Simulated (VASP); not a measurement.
# PtSe2 (Sudovikovite) (P-3m1) in VASP: notebook

PtSe2 (Sudovikovite) is run at these levels: PBE, r2SCAN; tasks: single point.

Program: VASP 6.6.1. These are calculated values, not measurements. Logs are shortened: lines on timing, memory, paths and dates and some standing lists are left out, and cuts for length are marked.

## Step 1: The cell of the first run

The structure is trigonal, space group P-3m1 (No. 164). Conventional cell: a = 3.729 Å, b = 3.729 Å, c = 5.277 Å, α = 90.00°, β = 90.00°, γ = 120.00°. Pt (site symmetry -3m) has 6 Se at 2.51 Å within 3.3 Å. Se (site symmetry 3m) has 3 Pt at 2.51 Å within 3.3 Å.

## Step 2: Single point, PBE

Contents of INCAR:

```
SYSTEM = PtSe2
PREC = Accurate ; ENCUT = 520
EDIFF = 1E-6 ; ISMEAR = -1
SIGMA = 0.02 ; LREAL = .False.
LASPH = .True. ; NELM = 80
ALGO = Normal ; ISIF = 2
LWAVE = .False. ; LCHARG = .False.
GGA = PE ; NBANDS = 18
```

Contents of KPOINTS:

```
regular mesh
0
Gamma
  6 6 4
  0 0 0
```

Contents of POSCAR:

```
PtSe2
1.0
    3.7286599563      0.0000000000      0.0000000000
   -1.8643299782      3.2291142443      0.0000000000
    0.0000000000      0.0000000000      5.2770335836
Pt Se
1 2
Direct
    0.0000000000      0.0000000000      0.0000000000
    0.3333333333      0.6666666667      0.2462223015
    0.6666666667      0.3333333333      0.7537776985
```

Potentials or basis: VASP PAW PBE potentials, release 64 (Pt, Se).

Run with:

```bash
cat potpaw_PBE.64/Pt/POTCAR potpaw_PBE.64/Se/POTCAR > POTCAR
mpirun -np 1 vasp_std > vasp.out
```

OUTCAR:

```text
SYSTEM = PtSe2
   PREC = Accurate
   ENCUT = 520
   EDIFF = 1E-6
   ISMEAR = -1
   LREAL = .False.
   LASPH = .True.
   NELM = 80
   ISIF = 2
   GGA = PE

 ion  position               nearest neighbor table
   1  0.000  0.000  0.000-   2 2.51   3 2.51   3 2.51   2 2.51   3 2.51   2 2.51
   2  0.333  0.667  0.246-   1 2.51   1 2.51   1 2.51
   3  0.667  0.333  0.754-   1 2.51   1 2.51   1 2.51

  LATTYP: Found a hexagonal cell.
 ALAT       =     3.7286599563
 C/A-ratio  =     1.4152627607

  Lattice vectors:

 A1 = (   3.7286599563,   0.0000000000,   0.0000000000)
 A2 = (  -1.8643299782,   3.2291142443,   0.0000000000)
 A3 = (   0.0000000000,   0.0000000000,   5.2770335836)

Analysis of symmetry for initial positions (statically):
=====================================================================
 Subroutine PRICEL returns:
 Original cell was already a primitive cell.

 Routine SETGRP: Setting up the symmetry group for a
 hexagonal supercell.

 Subroutine GETGRP returns: Found 12 space group operations
 (whereof 12 operations were pure point group operations)
 out of a pool of 24 trial point group operations.

The static configuration has the point symmetry D_3d.

Analysis of symmetry for dynamics (positions and initial velocities):
=====================================================================
 Subroutine PRICEL returns:
 Original cell was already a primitive cell.

 Routine SETGRP: Setting up the symmetry group for a
 hexagonal supercell.

 Subroutine GETGRP returns: Found 12 space group operations
 (whereof 12 operations were pure point group operations)
 out of a pool of 24 trial point group operations.

The dynamic configuration has the point symmetry D_3d.

 Subroutine INISYM returns: Found 12 space group operations
 (whereof 12 operations are pure point group operations),
 and found     1 'primitive' translations

----------------------------------------------------------------------------------------

                                     Primitive cell

  volume of cell :      63.5369

  direct lattice vectors                    reciprocal lattice vectors
     3.728659956  0.000000000  0.000000000     0.268192866  0.154841223  0.000000000
    -1.864329978  3.229114244  0.000000000     0.000000000  0.309682447  0.000000000
     0.000000000  0.000000000  5.277033584     0.000000000  0.000000000  0.189500405

  length of vectors
     3.728659956  3.728659956  5.277033584     0.309682447  0.309682447  0.189500405

  position of ions in fractional coordinates (direct lattice)
     0.000000000  0.000000000  0.000000000
     0.333333333  0.666666667  0.246222301
     0.666666667  0.333333333  0.753777699

  ion indices of the primitive-cell ions
   primitive index   ion index
                 1           1
                 2           2
                 3           3

----------------------------------------------------------------------------------------

 KPOINTS: regular mesh

Automatic generation of k-mesh.
 Grid dimensions read from file:
 generate k-points for:    6    6    4

 Generating k-lattice:

  Cartesian coordinates                     Fractional coordinates (reciprocal lattice)
     0.044698811  0.025806871  0.000000000     0.166666667 -0.000000000  0.000000000
     0.000000000  0.051613741  0.000000000     0.000000000  0.166666667  0.000000000
     0.000000000  0.000000000  0.047375101     0.000000000  0.000000000  0.250000000

  Length of vectors
     0.051613741  0.051613741  0.047375101

  Shift w.r.t. Gamma in fractional coordinates (k-lattice)
     0.000000000  0.000000000  0.000000000

 Subroutine IBZKPT returns following result:
 ===========================================

 Found     24 irreducible k-points:

 Following reciprocal coordinates:
            Coordinates               Weight
  0.000000  0.000000  0.000000      1.000000
  0.166667  0.000000  0.000000      6.000000
  0.333333  0.000000  0.000000      6.000000
  0.500000  0.000000  0.000000      3.000000
  0.166667  0.166667  0.000000      6.000000
  0.333333  0.166667  0.000000     12.000000
[... 16 lines left out ...]
  0.333333  0.166667  0.500000     12.000000
  0.333333  0.333333  0.500000      2.000000
   k-points           NKPTS =     24   k-points in BZ     NKDIM =     24   number of bands    NBANDS=     18
   number of dos      NEDOS =    301   number of ions     NIONS =      3
   total plane-waves  NPLWV =  31360
   dimension x,y,z NGX =    28 NGY =   28 NGZ =   40
   dimension x,y,z NGXF=    56 NGYF=   56 NGZF=   80
   ions per type =               1   2
   NGX,Y,Z   is equivalent  to a cutoff of  12.48, 12.48, 12.60 a.u.
   NGXF,Y,Z  is equivalent  to a cutoff of  24.97, 24.97, 25.20 a.u.
 SYSTEM =  PtSe2
   PREC   = accura    normal or accurate (medium, high low for compatibility)
   ISTART =      0    job   : 0-new  1-cont  2-samecut
   ICHARG =      2    charge: 1-file 2-atom 10-const
   ISPIN  =      1    spin polarized calculation?
   LNONCOLLINEAR =      F non collinear calculations
   LSORBIT =      F    spin-orbit coupling
   LASPH  =      T    aspherical Exc in radial PAW
   ENCUT  =  520.0 eV  38.22 Ry    6.18 a.u.   6.93  6.93  9.81*2*pi/ulx,y,z
   NELM   =     80;   NELMIN=  2; NELMDL= -5     # of ELM steps
   EDIFF  = 0.1E-05   stopping-criterion for ELM
   LREAL  =      F    real-space projection
   EDIFFG = 0.1E-04   stopping-criterion for IOM
   NSW    =      0    number of steps for IOM
   IBRION =     -1    ionic relax: 0-MD 1-quasi-New 2-CG
   NFREE  =      0    steps in history (QN), initial steepest desc. (CG)
   ISIF   =      2    stress and relaxation
   ISYM   =      2    0-nonsym 1-usesym 2-fastsym
   POTIM  = 0.5000    time-step for ionic-motion
   TEBEG  =    0.0;   TEEND  =   0.0 temperature during run
   PSTRESS=    0.0 pullay stress
   NELECT =      22.0000    total number of electrons
   NUPDOWN=      -1.0000    fix difference up-down
   EMIN   =  10.00;   EMAX   =-10.00  energy-range for DOS
   EFERMI =   0.00;   METHOD = LEGACY
   ISMEAR =    -1;   SIGMA  =   0.02  broadening in eV -4-tet -1-fermi 0-gaus
   EFERMI_NEDOS =   21; number of points for ismear=-14 and -15
   IALGO  =     38    algorithm
   IMIX   =      4    mixing-type and parameters
     AMIX     =   0.40;   BMIX     =  1.00
     AMIX_MAG =   1.60;   BMIX_MAG =  1.00
  volume/ion in A,a.u.               =      21.18       142.92
  Fermi-wavevector in a.u.,A,eV,Ry     =   1.149583  2.172397 17.980661  1.321541
  Thomas-Fermi vector in A             =   2.286252
   LORBIT       =      0    0 simple, 1 ext, 2 COOP (PROOUT), +10 PAW based schemes
   GGA     = PE    functional components
   LHFCALC =     F    Hartree Fock is set to
   AEXX    =    0.0000 exact exchange contribution
   IVDW    =     0    specifies the selected vdW correction
   LEPSILON=     F    determine dielectric tensor
   LRPA    =     F    only Hartree local field effects (RPA)
 non-spin polarized calculation
  energy-cutoff  :      520.00
  volume of cell :       63.54
 maximum number of plane-waves:      1728
   NGX = 13   NGY = 13   NGZ = 19

 number of electron      21.9999999 magnetization

 Free energy of the ion-electron system (eV)
  ---------------------------------------------------
  ext. energy  EPLUGINS =         0.00000000
  ---------------------------------------------------
  free energy    TOTEN  =       -14.24737792 eV

  energy without entropy =      -14.24665604  energy(sigma->0) =      -14.24701698

 E-fermi :   6.0088     XC(G=0): -10.3853

 val. band max:        5.8461185185   @ k =   0.0000   0.1667   0.2500
 cond. band min:       6.0328727409   @ k =   0.3333   0.3333   0.0000
 fundamental gap:      0.1867542224
 Fermi energy:         6.0087768437

 k-point     1 :       0.0000    0.0000    0.0000
  band No.  band energies     occupation
      1      -9.4181      2.00000
      2      -6.9453      2.00000
      3      -0.9587      2.00000
      4      -0.2362      2.00000
      5      -0.2362      2.00000
      6       2.0903      2.00000
[... 10 lines left out ...]
     17      13.3654      0.00000
     18      17.6559      0.00000

 k-point     2 :       0.1667    0.0000    0.0000
  band No.  band energies     occupation
      1      -9.1230      2.00000
      2      -7.0380      2.00000
      3      -0.6111      2.00000
      4      -0.0717      2.00000
      5      -0.0584      2.00000
      6       1.6011      2.00000
[... 10 lines left out ...]
     17      14.2324      0.00000
     18      15.0555      0.00000

 k-point     3 :       0.3333    0.0000    0.0000
  band No.  band energies     occupation
      1      -8.3817      2.00000
      2      -7.2675      2.00000
      3      -0.3967      2.00000
      4       0.2496      2.00000
      5       0.4547      2.00000
      6       0.7319      2.00000
[... 10 lines left out ...]
     17      13.9720      0.00000
     18      14.9591      0.00000

 k-point     4 :       0.5000    0.0000    0.0000
  band No.  band energies     occupation
      1      -7.6682      2.00000
      2      -7.6425      2.00000
      3      -1.1580      2.00000
      4       0.3290      2.00000
      5       0.8182      2.00000
      6       1.7239      2.00000
[... 10 lines left out ...]
     17      13.4569      0.00000
     18      17.0816      0.00000

 k-point     5 :       0.1667    0.1667    0.0000
  band No.  band energies     occupation
      1      -8.6022      2.00000
      2      -7.1888      2.00000
      3      -0.0482      2.00000
      4       0.1337      2.00000
      5       0.1870      2.00000
      6       0.9132      2.00000
[... 10 lines left out ...]
     17      13.9050      0.00000
     18      14.5221      0.00000

 k-point     6 :       0.3333    0.1667    0.0000
  band No.  band energies     occupation
      1      -7.8765      2.00000
      2      -7.4204      2.00000
      3      -0.7433      2.00000
      4       0.1328      2.00000
      5       0.7592      2.00000
      6       1.0670      2.00000
[... 10 lines left out ...]
     17      15.0250      0.00000
     18      15.2043      0.00000

 k-point     7 :       0.3333    0.3333    0.0000
  band No.  band energies     occupation
      1      -7.5377      2.00000
      2      -7.5377      2.00000
      3      -0.6575      2.00000
      4       0.0431      2.00000
      5       0.0431      2.00000
      6       1.3620      2.00000
[... 10 lines left out ...]
     17      14.8383      0.00000
     18      16.2176      0.00000

 k-point     8 :       0.0000    0.0000    0.2500
  band No.  band energies     occupation
      1      -9.2356      2.00000
      2      -7.3391      2.00000
      3      -0.3073      2.00000
      4      -0.2177      2.00000
      5      -0.2177      2.00000
      6       2.0801      2.00000
[... 10 lines left out ...]
     17      13.1820      0.00000
     18      16.1817      0.00000
[... 229 lines left out ...]
     17      14.1350      0.00000
     18      14.1362      0.00000

 k-point    20 :       0.3333    0.0000    0.5000
  band No.  band energies     occupation
      1      -8.0514      2.00000
      2      -7.6368      2.00000
      3      -0.7417      2.00000
      4      -0.0591      2.00000
      5       0.1683      2.00000
      6       1.4735      2.00000
[... 10 lines left out ...]
     17      15.3010      0.00000
     18      15.8468      0.00000

 k-point    21 :       0.5000    0.0000    0.5000
  band No.  band energies     occupation
      1      -7.8051      2.00000
      2      -7.4245      2.00000
      3      -1.4141      2.00000
      4       0.1794      2.00000
      5       0.4278      2.00000
      6       1.1134      2.00000
[... 10 lines left out ...]
     17      15.4213      0.00000
     18      16.0212      0.00000

 k-point    22 :       0.1667    0.1667    0.5000
  band No.  band energies     occupation
      1      -8.2086      2.00000
      2      -7.6883      2.00000
      3      -0.5084      2.00000
      4      -0.1279      2.00000
      5       0.5865      2.00000
      6       1.2836      2.00000
[... 10 lines left out ...]
     17      14.1692      0.00000
     18      14.6374      0.00000

 k-point    23 :       0.3333    0.1667    0.5000
  band No.  band energies     occupation
      1      -7.7271      2.00000
      2      -7.5314      2.00000
      3      -0.9329      2.00000
      4      -0.1607      2.00000
      5       0.5880      2.00000
      6       1.3688      2.00000
[... 10 lines left out ...]
     17      14.2238      0.00000
     18      15.6130      0.00000

 k-point    24 :       0.3333    0.3333    0.5000
  band No.  band energies     occupation
      1      -7.5203      2.00000
      2      -7.5203      2.00000
      3      -0.2042      2.00000
      4      -0.2042      2.00000
      5      -0.1799      2.00000
      6       1.5473      2.00000
[... 10 lines left out ...]
     17      13.5840      0.00000
     18      15.9103      0.00000

------------------------ aborting loop because EDIFF is reached ----------------------------------------

  FORCE on cell =-STRESS in cart. coord.  units (eV):
  Direction    XX          YY          ZZ          XY          YZ          ZX
  --------------------------------------------------------------------------------------
  -------------------------------------------------------------------------------------
  Total        1.7272929      1.7272929      1.0200186     -0.0000000      0.0000000      0.0000000
  in kB       43.5562554     43.5562554     25.7212820     -0.0000000      0.0000000      0.0000000
  external PRESSURE =      37.6112642 kB  Pullay stress =       0.0000000 kB

 VOLUME and BASIS-vectors are now :
 -----------------------------------------------------------------------------
  energy-cutoff  :      520.00
  volume of cell :       63.54
      direct lattice vectors                 reciprocal lattice vectors
     3.728659956  0.000000000  0.000000000     0.268192866  0.154841223  0.000000000
    -1.864329978  3.229114244  0.000000000     0.000000000  0.309682447  0.000000000
     0.000000000  0.000000000  5.277033584     0.000000000  0.000000000  0.189500405

 POSITION                                       TOTAL-FORCE (eV/Angst)
 -----------------------------------------------------------------------------------
      0.00000      0.00000      0.00000        -0.000000      0.000000      0.000000
     -0.00000      2.15274      1.29932         0.000000     -0.000000      0.172533
      1.86433      1.07637      3.97771        -0.000000      0.000000     -0.172533
 -----------------------------------------------------------------------------------
    total drift:                               -0.000000      0.000000      0.000000

  FREE ENERGIE OF THE ION-ELECTRON SYSTEM (eV)
  ---------------------------------------------------
  free  energy   TOTEN  =       -14.2473779186 eV

  energy  without entropy=      -14.2466560428  energy(sigma->0) =      -14.24701698
```

It took 21 s on 1 thread of Intel Xeon Platinum 8488C (Sapphire Rapids), shared host; peak memory 0.19 GiB.

What came out:

```
Free energy            : -14.2474 eV
Pressure               : 3.8 GPa
Largest force          : 0.173 eV/Å
Band gap on the k mesh : zero (band 11 reaches 6.19 eV, above the bottom of band 12 at 6.03 eV)
```

Forces in eV/Å, atoms in the order of the input:
```
Pt   0.000  0.000  0.000
Se   0.000  0.000  0.173
Se   0.000  0.000 -0.173
```

Caveat: spin-orbit coupling is left out, which moves the levels of the heavy elements.

## Step 3: Single point, PBE

Contents of INCAR:

```
PREC     = Accurate       # precision mode
ENCUT    = 520            # plane-wave cutoff, eV
EDIFF    = 1E-6           # SCF threshold, eV
ISMEAR   = -1             # smearing method
SIGMA    = 0.02           # smearing width, eV
LREAL    = F              # projectors in reciprocal space
LASPH    = T              # aspherical terms in the spheres
NELM     = 100            # most SCF steps
ALGO     = Normal         # electronic algorithm
ISIF     = 2              # what is computed and relaxed
LWAVE    = F              # write WAVECAR
LCHARG   = F              # write CHGCAR
GGA      = PE             # functional
NBANDS   = 18             # bands
```

Contents of KPOINTS:

```
regular mesh
0
Gamma
  6 6 4
```

POSCAR is that of step 2.

Potentials or basis: VASP PAW PBE potentials, release 64 (Pt, Se).

Run with:

```bash
cat potpaw_PBE.64/Pt/POTCAR potpaw_PBE.64/Se/POTCAR > POTCAR
mpirun -np 1 vasp_std > vasp.out
```

Run time: 19 s. Hardware: 1 thread of Intel Xeon Platinum 8488C (Sapphire Rapids), shared host; peak memory 0.19 GiB.

It converged, with:

```yaml
Free_energy: -14.2474 eV
Pressure: 3.8 GPa
Largest_force: 0.173 eV/Å
Band_gap_on_the_k_mesh: zero (band 11 reaches 6.19 eV, above the bottom of band 12 at 6.03 eV)
```

Forces on the atoms (eV/Å):
```
Pt   0.000  0.000  0.000
Se   0.000  0.000  0.173
Se   0.000  0.000 -0.173
```

Stress tensor (GPa, compression positive):
```
4.36 0.00 0.00
0.00 4.36 0.00
0.00 0.00 2.57
```

Levels at points of the mesh, in eV from the Fermi level:
```
           k point  band 8  band 9  band 10  band 11  band 12  band 13  band 14  band 15
(0.00, 0.00, 0.00)   -2.60   -1.02    -1.02     0.18     1.52     1.52     3.84     4.01
(0.50, 0.00, 0.00)   -3.39   -3.32    -3.28    -2.94     0.70     2.15     4.61     5.67
(0.00, 0.00, 0.50)   -2.89   -1.80    -1.35    -1.35     2.16     2.16     4.75     6.07
(0.50, 0.00, 0.50)   -3.40   -3.13    -2.74    -1.52     1.07     1.48     4.23     4.78
```

Caveat: spin-orbit coupling is left out, which moves the levels of the heavy elements.

## Step 4: Single point, r2SCAN

POSCAR is that of step 3.

Contents of INCAR.step1:

```
PREC = Accurate
ENCUT = 520
ISMEAR = -1
SIGMA = 0.02
LREAL = F
LASPH = T
NELM = 60
NBANDS = 18
GGA = PE
ALGO = Normal
EDIFF = 1E-4
LWAVE = T
LCHARG = F
```

Contents of INCAR.step2:

```
PREC = Accurate
ENCUT = 520
EDIFF = 1E-6
ISMEAR = -1
SIGMA = 0.02
LREAL = F
LASPH = T
NELM = 60
ALGO = Normal
ISIF = 2
LWAVE = F
LCHARG = F
METAGGA = R2SCAN
LMIXTAU = T
NBANDS = 18
ISTART = 1
```

Contents of KPOINTS:

```
Automatic mesh
0
Gamma
  6 6 4
```

Run with:

```bash
cat potpaw_PBE.64/Pt/POTCAR potpaw_PBE.64/Se/POTCAR > POTCAR
cp INCAR.step1 INCAR
mpirun -np 1 vasp_std > vasp.out
cp INCAR.step2 INCAR
mpirun -np 1 vasp_std > vasp.out
```

Wall time 71 s (1 thread of Intel Xeon Platinum 8488C (Sapphire Rapids), shared host); peak memory 0.19 GiB.

Results (log left out):

```yaml
Free_energy: -81.4723 eV
Pressure: 1.4 GPa
Largest_force: 0.009 eV/Å
Band_gap_on_the_k_mesh: zero (band 11 reaches 5.94 eV, above the bottom of band 12 at 5.92 eV)
```

Forces on the atoms (eV/Å):
```
Pt   0.000  0.000  0.000
Se   0.000  0.000 -0.009
Se   0.000  0.000  0.009
```

Stress tensor (GPa, compression positive):
```
1.48 0.00 0.00
0.00 1.48 0.00
0.00 0.00 1.35
```

Levels at points of the mesh, in eV from the Fermi level:
```csv
k point,band 8,band 9,band 10,band 11,band 12,band 13,band 14,band 15
"(0.00, 0.00, 0.00)",-2.85,-1.22,-1.22,0.04,1.49,1.49,4.18,4.47
"(0.50, 0.00, 0.00)",-3.73,-3.63,-3.54,-3.17,0.71,2.14,4.81,6.08
"(0.00, 0.00, 0.50)",-3.06,-1.96,-1.57,-1.57,2.15,2.15,5.11,6.45
"(0.50, 0.00, 0.50)",-3.74,-3.43,-2.99,-1.71,1.04,1.52,4.45,5.10
```

Caveat: the PAW data sets were made with another functional, which shifts forces and pressure a little; spin-orbit coupling is left out, which moves the levels of the heavy elements.
